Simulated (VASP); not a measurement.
# MgO (Cmcm) in VASP: a series of runs, part 2 of 3

VASP 6.6.1. The steps go on from the part before.

## 4. Single point, PBEsol (mode 5 frozen in at +0.024 Å, strain +e along z and -e/2 along x and y +0.0233)

Input file INCAR:

```
SYSTEM = MgO
PREC = Accurate
ENCUT = 520
EDIFF = 1E-6
ISMEAR = 0
SIGMA = 0.05
LREAL = .False.
LASPH = .True.
NELM = 60
ALGO = Normal
ISIF = 2
LWAVE = .False.
LCHARG = .True.
GGA = PS
LELF = .True.
LVHAR = .True.
NBANDS = 16
```

Input file KPOINTS:

```
Automatic mesh
0
Gamma
  9 9 6
  0 0 0
```

Input file POSCAR:

```
MgO
1.0
    3.4540523579      0.0000000000      0.0000000000
   -1.7270261790      2.9912970879      0.0000000000
    0.0000000000      0.0000000000      4.2924500482
Mg O
2 2
Direct
    0.6706976504      0.3413953009      0.7500000000
    0.3293023496      0.6586046991      0.2500000000
    0.6636986988      0.3273973975      0.2500000000
    0.3363013012      0.6726026025      0.7500000000
```

Potentials or basis: VASP PAW PBE potentials, release 64 (Mg, O).

Launch:

```console
> cat potpaw_PBE.64/Mg/POTCAR potpaw_PBE.64/O/POTCAR > POTCAR
> mpirun -np 1 vasp_std > vasp.out
```

OUTCAR:

```text
SYSTEM = MgO
   PREC = Accurate
   ENCUT = 520
   EDIFF = 1E-6
   ISMEAR = 0
   LREAL = .False.
   LASPH = .True.
   NELM = 60
   ISIF = 2
   GGA = PS

 ion  position               nearest neighbor table
   1  0.671  0.341  0.750-   4 1.99   4 1.99   4 2.00   3 2.15   3 2.15   2 2.91   2 2.91   2 2.91
                             2 2.91   2 2.96   2 2.96
   2  0.329  0.659  0.250-   3 1.99   3 1.99   3 2.00   4 2.15   4 2.15   1 2.91   1 2.91   1 2.91
                             1 2.91   1 2.96   1 2.96
   3  0.664  0.327  0.250-   2 1.99   2 1.99   2 2.00   1 2.15   1 2.15
   4  0.336  0.673  0.750-   1 1.99   1 1.99   1 2.00   2 2.15   2 2.15

  LATTYP: Found a hexagonal cell.
 ALAT       =     3.4540523579
 C/A-ratio  =     1.2427287150

  Lattice vectors:

 A1 = (   3.4540523579,   0.0000000000,   0.0000000000)
 A2 = (  -1.7270261790,   2.9912970879,   0.0000000000)
 A3 = (   0.0000000000,   0.0000000000,   4.2924500482)

Analysis of symmetry for initial positions (statically):
=====================================================================
 Subroutine PRICEL returns:
 Original cell was already a primitive cell.

 Routine SETGRP: Setting up the symmetry group for a
 hexagonal supercell.

 Subroutine GETGRP returns: Found  8 space group operations
 (whereof  4 operations were pure point group operations)
 out of a pool of 24 trial point group operations.

The static configuration has the point symmetry C_2h.
 The point group associated with its full space group is D_2h.

Analysis of symmetry for dynamics (positions and initial velocities):
=====================================================================
 Subroutine PRICEL returns:
 Original cell was already a primitive cell.

 Routine SETGRP: Setting up the symmetry group for a
 hexagonal supercell.

 Subroutine GETGRP returns: Found  8 space group operations
 (whereof  4 operations were pure point group operations)
 out of a pool of 24 trial point group operations.

The dynamic configuration has the point symmetry C_2h.
 The point group associated with its full space group is D_2h.

 Subroutine INISYM returns: Found  8 space group operations
 (whereof  4 operations are pure point group operations),
 and found     1 'primitive' translations

----------------------------------------------------------------------------------------

                                     Primitive cell

  volume of cell :      44.3500

  direct lattice vectors                    reciprocal lattice vectors
     3.454052358  0.000000000  0.000000000     0.289515009  0.167151568  0.000000000
    -1.727026179  2.991297088  0.000000000     0.000000000  0.334303137  0.000000000
     0.000000000  0.000000000  4.292450048     0.000000000  0.000000000  0.232967184

  length of vectors
     3.454052358  3.454052358  4.292450048     0.334303137  0.334303137  0.232967184

  position of ions in fractional coordinates (direct lattice)
     0.670697650  0.341395301  0.750000000
     0.329302350  0.658604699  0.250000000
     0.663698699  0.327397398  0.250000000
     0.336301301  0.672602602  0.750000000

  ion indices of the primitive-cell ions
   primitive index   ion index
                 1           1
                 2           2
                 3           3
                 4           4

[... 21 lines left out ...]
 Subroutine IBZKPT returns following result:
 ===========================================

 Found    100 irreducible k-points:

 Following reciprocal coordinates:
            Coordinates               Weight
  0.000000  0.000000  0.000000      1.000000
  0.111111  0.000000  0.000000      4.000000
  0.000000  0.111111  0.000000      2.000000
  0.222222  0.000000  0.000000      4.000000
  0.000000  0.222222  0.000000      2.000000
  0.333333 -0.000000  0.000000      4.000000
[... 16 lines left out ...]
 -0.222222 -0.444444  0.000000      4.000000
  0.444444  0.333333  0.000000      4.000000
 [... further k-points ...]
   k-points           NKPTS =    100   k-points in BZ     NKDIM =    100   number of bands    NBANDS=     16
   number of dos      NEDOS =    301   number of ions     NIONS =      4
   total plane-waves  NPLWV =  25088
   dimension x,y,z NGX =    28 NGY =   28 NGZ =   32
   dimension x,y,z NGXF=    56 NGYF=   56 NGZF=   64
   ions per type =               2   2
   NGX,Y,Z   is equivalent  to a cutoff of  13.48, 13.48, 12.39 a.u.
   NGXF,Y,Z  is equivalent  to a cutoff of  26.95, 26.95, 24.79 a.u.
 SYSTEM =  MgO
   PREC   = accura    normal or accurate (medium, high low for compatibility)
   ISTART =      0    job   : 0-new  1-cont  2-samecut
   ICHARG =      2    charge: 1-file 2-atom 10-const
   ISPIN  =      1    spin polarized calculation?
   LNONCOLLINEAR =      F non collinear calculations
   LSORBIT =      F    spin-orbit coupling
   LASPH  =      T    aspherical Exc in radial PAW
   ENCUT  =  520.0 eV  38.22 Ry    6.18 a.u.   6.42  6.42  7.98*2*pi/ulx,y,z
   NELM   =     60;   NELMIN=  2; NELMDL= -5     # of ELM steps
   EDIFF  = 0.1E-05   stopping-criterion for ELM
   LREAL  =      F    real-space projection
   EDIFFG = 0.1E-04   stopping-criterion for IOM
   NSW    =      0    number of steps for IOM
   IBRION =     -1    ionic relax: 0-MD 1-quasi-New 2-CG
   NFREE  =      0    steps in history (QN), initial steepest desc. (CG)
   ISIF   =      2    stress and relaxation
   ISYM   =      2    0-nonsym 1-usesym 2-fastsym
   POTIM  = 0.5000    time-step for ionic-motion
   TEBEG  =    0.0;   TEEND  =   0.0 temperature during run
   PSTRESS=    0.0 pullay stress
   NELECT =      16.0000    total number of electrons
   NUPDOWN=      -1.0000    fix difference up-down
   EMIN   =  10.00;   EMAX   =-10.00  energy-range for DOS
   EFERMI =   0.00;   METHOD = LEGACY
   ISMEAR =     0;   SIGMA  =   0.05  broadening in eV -4-tet -1-fermi 0-gaus
   EFERMI_NEDOS =   21; number of points for ismear=-14 and -15
   IALGO  =     38    algorithm
   IMIX   =      4    mixing-type and parameters
     AMIX     =   0.40;   BMIX     =  1.00
     AMIX_MAG =   1.60;   BMIX_MAG =  1.00
  volume/ion in A,a.u.               =      11.09        74.82
  Fermi-wavevector in a.u.,A,eV,Ry     =   1.165423  2.202330 18.479580  1.358211
  Thomas-Fermi vector in A             =   2.301949
   LORBIT       =      0    0 simple, 1 ext, 2 COOP (PROOUT), +10 PAW based schemes
   GGA     = PS    functional components
   LHFCALC =     F    Hartree Fock is set to
   AEXX    =    0.0000 exact exchange contribution
   IVDW    =     0    specifies the selected vdW correction
   LEPSILON=     F    determine dielectric tensor
   LRPA    =     F    only Hartree local field effects (RPA)
 non-spin polarized calculation
 Gauss-broadening in eV      SIGMA  =   0.05
  energy-cutoff  :      520.00
  volume of cell :       44.35
 maximum number of plane-waves:      1207
 NGX is ok and might be reduce to    28
   NGX = 13   NGY = 13   NGZ = 15

 number of electron      15.9999994 magnetization

 Free energy of the ion-electron system (eV)
  ---------------------------------------------------
  ext. energy  EPLUGINS =         0.00000000
  ---------------------------------------------------
  free energy    TOTEN  =       -24.73423445 eV

  energy without entropy =      -24.73423445  energy(sigma->0) =      -24.73423445

 E-fermi :   2.1207     XC(G=0): -10.2841

 val. band max:        1.8867938154   @ k =   0.0000   0.0000   0.0000
 cond. band min:       5.1113052335   @ k =   0.0000   0.0000   0.0000
 fundamental gap:      3.2245114180
 Fermi energy:         2.1206679184

 k-point     1 :       0.0000    0.0000    0.0000
  band No.  band energies     occupation
      1     -14.9870      2.00000
      2     -13.6398      2.00000
      3      -1.8936      2.00000
      4       0.1423      2.00000
      5       0.1687      2.00000
      6       0.9571      2.00000
[... 433 lines left out ...]
      3      -1.7538      2.00000
      4      -0.5670      2.00000
      5      -0.4066      2.00000
      6      -0.1788      2.00000
[... 8 lines left out ...]
     15      15.9736      0.00000
     16      16.8060      0.00000

 [... further k-points ...]
[... 5 lines left out ...]
  --------------------------------------------------------------------------------------
  -------------------------------------------------------------------------------------
  Total        0.5472903      0.3783616     -1.1270398     -0.0000000      0.0000000      0.0000000
  in kB       19.7712739     13.6685968    -40.7151564     -0.0000000      0.0000000      0.0000000
  external PRESSURE =      -2.4250953 kB  Pullay stress =       0.0000000 kB

 VOLUME and BASIS-vectors are now :
 -----------------------------------------------------------------------------
  energy-cutoff  :      520.00
  volume of cell :       44.35
      direct lattice vectors                 reciprocal lattice vectors
     3.454052358  0.000000000  0.000000000     0.289515009  0.167151568  0.000000000
    -1.727026179  2.991297088  0.000000000     0.000000000  0.334303137  0.000000000
     0.000000000  0.000000000  4.292450048     0.000000000  0.000000000  0.232967184

 POSITION                                       TOTAL-FORCE (eV/Angst)
 -----------------------------------------------------------------------------------
      1.72703      1.02121      3.21934         0.000000     -0.177569      0.000000
      0.00000      1.97008      1.07311        -0.000000      0.177569      0.000000
      1.72703      0.97934      1.07311        -0.000000      0.073878     -0.000000
     -0.00000      2.01195      3.21934         0.000000     -0.073878     -0.000000
 -----------------------------------------------------------------------------------
    total drift:                               -0.000000      0.000000     -0.000000

  FREE ENERGIE OF THE ION-ELECTRON SYSTEM (eV)
  ---------------------------------------------------
  free  energy   TOTEN  =       -24.7342344476 eV

  energy  without entropy=      -24.7342344476  energy(sigma->0) =      -24.73423445
```

OSZICAR:

```text
N       E                     dE             d eps       ncg     rms          rms(c)
DAV:   1     0.605231107463E+02    0.60523E+02   -0.75369E+03  3200   0.889E+02
DAV:   2    -0.244121099198E+02   -0.84935E+02   -0.76544E+02  4576   0.195E+02
DAV:   3    -0.283210660248E+02   -0.39090E+01   -0.38965E+01  3560   0.432E+01
DAV:   4    -0.283366326164E+02   -0.15567E-01   -0.15566E-01  3784   0.320E+00
DAV:   5    -0.283367087304E+02   -0.76114E-04   -0.76114E-04  3520   0.214E-01    0.105E+01
DAV:   6    -0.248414835492E+02    0.34952E+01   -0.90597E+00  3352   0.233E+01    0.353E+00
DAV:   7    -0.247709930857E+02    0.70490E-01   -0.14553E-01  3264   0.309E+00    0.207E+00
DAV:   8    -0.247363129791E+02    0.34680E-01   -0.89710E-02  3472   0.315E+00    0.498E-01
DAV:   9    -0.247337871324E+02    0.25258E-02   -0.56984E-03  3848   0.670E-01    0.114E-01
DAV:  10    -0.247342296244E+02   -0.44249E-03   -0.35747E-04  3240   0.143E-01    0.165E-02
DAV:  11    -0.247342360991E+02   -0.64747E-05   -0.15890E-05  3840   0.270E-02    0.152E-02
DAV:  12    -0.247342345975E+02    0.15016E-05   -0.37078E-06  3232   0.158E-02    0.334E-03
DAV:  13    -0.247342344476E+02    0.14990E-06   -0.37797E-07  1736   0.508E-03
   1 F= -.24734234E+02 E0= -.24734234E+02  d E =-.182768E-13
```

It took 25 s on 1 thread of Intel Xeon 6975P-C (Granite Rapids), shared host; peak memory 0.2 GiB.

Results:

| Item | Value |
| --- | --- |
| Free energy | -24.7342 eV |
| Pressure | -0.2 GPa |
| Largest force | 0.178 eV/Å |
| Band gap on the k mesh | 3.22 eV, direct |

Forces in eV/Å, atoms in the order of the input:
```
Mg   0.000 -0.178  0.000
Mg   0.000  0.178  0.000
O    0.000  0.074  0.000
O    0.000 -0.074  0.000
```

Caveat: the cell differs from its parent crystal (mode 5 frozen in at +0.024 Å, strain +e along z and -e/2 along x and y +0.0233); the PAW data sets were made with another functional, which shifts forces and pressure a little.

(Part 2 of 3 ends here.)
